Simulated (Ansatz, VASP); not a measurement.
## Two plane-wave programs on Si

File INCAR:

```
SYSTEM = Si
PREC     = Accurate       ! precision mode
ENCUT    = 520            ! plane-wave cutoff, eV
EDIFF    = 1E-6           ! SCF threshold, eV
ISMEAR   = 0              ! smearing method
SIGMA    = 0.03           ! smearing width, eV
LREAL    = .FALSE.        ! projectors in reciprocal space
LASPH    = .TRUE.         ! aspherical terms in the spheres
NELM     = 100            ! most SCF steps
ALGO     = Normal         ! electronic algorithm
ISIF     = 2              ! what is computed and relaxed
LWAVE    = .FALSE.        ! write WAVECAR
LCHARG   = .FALSE.        ! write CHGCAR
GGA      = CA             ! functional
NBANDS   = 16             ! bands
```

The input KPOINTS:

```
regular mesh
0
G
  10 10 10
  0 0 0
```

Contents of POSCAR:

```
Si
1.0
   -3.3012718576      3.3012718576      1.9083649477
    3.3012718576     -3.3012718576      1.9083649477
    3.3012718576      3.3012718576     -1.9083649477
Si
4
Direct
    0.1557711266      0.1557711266      0.3760462057
    0.8211566701      0.8211566701      0.6423133402
    0.1788433299      0.8211566701      0.0000000000
    0.8211566701      0.1788433299      0.0000000000
```

Input for Ansatz:

```yaml
crystal:
  lattice:
    - [-3.3012718576, 3.3012718576, 1.9083649477]
    - [3.3012718576, -3.3012718576, 1.9083649477]
    - [3.3012718576, 3.3012718576, -1.9083649477]
  atoms:
    - { symbol: Si, position: [0.1557711266, 0.1557711266, 0.3760462057] }
    - { symbol: Si, position: [0.8211566701, 0.8211566701, 0.6423133402] }
    - { symbol: Si, position: [0.1788433299, 0.8211566701, 0.0] }
    - { symbol: Si, position: [0.8211566701, 0.1788433299, 0.0] }
basis:
  ecutwfc: 420
kpoints:
  mp_grid: { grid: [10, 10, 10] }
hamiltonian:
  xc: lda
scf:
  occupations: { method: gaussian, width: 0.03 }
output:
  forces: true
  stress: true
  eigenvalues: true
```

Alike in both runs: task single point; functional LDA; k mesh 10 × 10 × 10; occupations gaussian, width 0.03 eV; no spin polarisation.

|  | VASP | Ansatz |
| --- | --- | --- |
| version | VASP 6.6.1 | Ansatz 0.2.0 |
| potentials or method | VASP PAW LDA potentials, release 64 (Si), cutoff 520 eV | scalar-relativistic, plane waves, PAW |
| valence electrons in the cell | 16 | 16 |

```csv
,VASP,Ansatz,Ansatz less VASP
gap on the k mesh at the Fermi level (eV),0.07,0.07,+0.001
least direct gap on the mesh (eV),0.09,0.10,+0.001
pressure (GPa),0.4,0.4,-0.04
"traceless stress, the component that is largest in VASP (GPa)",2.29,2.30,+0.009
rms of the force components (eV/Å),0.980,0.980,+0.0003
```

LDA's correlation is that of Perdew and Zunger in VASP and of Perdew and Wang (1992) in Ansatz. Atom by atom the forces differ by 0.002 eV/Å (rms over components).
